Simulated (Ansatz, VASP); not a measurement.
AgO: VASP beside Ansatz

The input INCAR:

```
ALGO     = Normal         # electronic algorithm
EDIFF    = 1E-7           # SCF threshold, eV
ENCUT    = 520            # plane-wave cutoff, eV
GGA      = PS             # functional
ISIF     = 2              # what is computed and relaxed
ISMEAR   = 0              # smearing method
LASPH    = True           # aspherical terms in the spheres
LCHARG   = False          # write CHGCAR
LREAL    = False          # projectors in reciprocal space
LWAVE    = False          # write WAVECAR
NBANDS   = 16             # bands
NELM     = 100            # most SCF steps
PREC     = Accurate       # precision mode
SIGMA    = 0.15           # smearing width, eV
```

KPOINTS

```
k-points
0
Gamma
  18 18 18
```

Contents of POSCAR:

```
AgO
1.0
    0.0000000000      2.4080000000      2.4682000000
    2.4080000000      0.0000000000      2.4682000000
    2.4080000000      2.4080000000      0.0000000000
Ag O
1 1
Direct
    0.0000000000      0.0000000000      0.0000000000
    0.7500000000      0.7500000000      0.7500000000
```

Input for Ansatz:

```yaml
crystal:
  lattice:
    - [0.0, 2.408, 2.4682]
    - [2.408, 0.0, 2.4682]
    - [2.408, 2.408, 0.0]
  atoms:
    - { symbol: Ag, position: [0.0, 0.0, 0.0] }
    - { symbol: O, position: [0.75, 0.75, 0.75] }
basis:
  ecutwfc: 420
kpoints:
  mp_grid: { grid: [18, 18, 18] }
hamiltonian:
  xc: pbesol
scf:
  occupations: { method: gaussian, width: 0.15 }
output:
  forces: true
  stress: true
  eigenvalues: true
  write_density: true
  write_potential: true
  elf: true
  volumetric_format: npy
```

Change from the starting cell: strain +0.000 along x and y, +0.025 along z, atoms carried along.

Alike in both runs: task single point; functional PBEsol; k mesh 18 × 18 × 18; occupations gaussian, width 0.15 eV; no spin polarisation.

```csv
,VASP,Ansatz
version,VASP 6.6.1,Ansatz 0.2.0
potentials or method,"VASP PAW PBE potentials, release 64 (Ag, O), cutoff 520 eV","scalar-relativistic, plane waves, PAW"
valence electrons in the cell,17,25
```

Ansatz gave:

```
gap on the k mesh at the Fermi level (eV)                     : none
pressure (GPa)                                                : 7.2
traceless stress, the component that is largest in VASP (GPa) : 0.37
```

What did VASP give for the same quantities?

gap on the k mesh at the Fermi level (eV): none; pressure (GPa): 7.0; traceless stress, the component that is largest in VASP (GPa): 0.37.

VASP's potentials were made for PBE, not for PBEsol. A gap of «none» marks a metal or a gap that the smearing closes. VASP's potentials hold 17 valence electrons a cell and Ansatz's 25, so a difference there can come from the potentials and not from the codes.
